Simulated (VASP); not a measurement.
The system is NiO.

```xyz
4
Lattice="2.0885 2.0885 4.1770 4.1770 2.0885 2.0885 2.0885 4.1770 2.0885" Properties=species:S:1:pos:R:3 pbc="T T T"
Ni    0.0000    0.0000    0.0000
Ni    4.1770    4.1770    4.1770
O     2.0885    2.0885    2.0885
O     6.2655    6.2655    6.2655
```

```yaml
Program: VASP 6.6.1
Task: relaxation of cell and atoms
Functional: PBEsol
Potentials_or_basis: VASP PAW PBE potentials, release 64 (Ni, O)
Cutoff: 600 eV
k_mesh: 6 × 6 × 6
Occupations: gaussian, width 0.01 eV
Spin: collinear spin, antiferromagnetic start
Starting_moments: "[2.0, -2.0, 0.0, 0.0] μB"
Hubbard_terms: Ni d U = 5.0 eV
```

At the start: pressure -9.1 GPa; volume 9.11 Å³/atom.

Problem. How do energy, volume and symmetry change on relaxing?

Solution. Over 7 steps the energy falls by 12.7 meV/atom and the volume is 8.68 Å³/atom (-4.7 %); space group Fm-3m (No. 225, to 0.1 Å) before and after; moment 0.00 μB per cell.

Step by step:
| step | energy change (eV) | largest force (eV/Å) | pressure (GPa) | volume (Å³) |
| --- | --- | --- | --- | --- |
| 1 | 0.0000 | 0.0000 | -9.07 | 36.44 |
| 2 | -0.0335 | 0.0000 | 6.05 | 33.79 |
| 3 | -0.0509 | 0.0000 | 0.03 | 34.72 |
| 4 | -0.0509 | 0.0000 | -0.17 | 34.76 |
| 5 | -0.0509 | 0.0000 | -0.18 | 34.76 |
| 6 | -0.0509 | 0.0000 | -0.18 | 34.76 |
| 7 | -0.0509 | 0.0000 | -0.02 | 34.72 |

Final structure:
```
Ni O
1.0
     2.05058    2.05058    4.10730
     4.10730    2.05058    2.05058
     2.05058    4.10730    2.05058
Ni O
2 2
Direct
  0.00000 0.00000 0.00000
  0.50000 0.50000 0.50000
  0.25000 0.25000 0.25000
  0.75000 0.75000 0.75000
```

Caveat: the PAW data sets were made with another functional, which shifts forces and pressure a little.
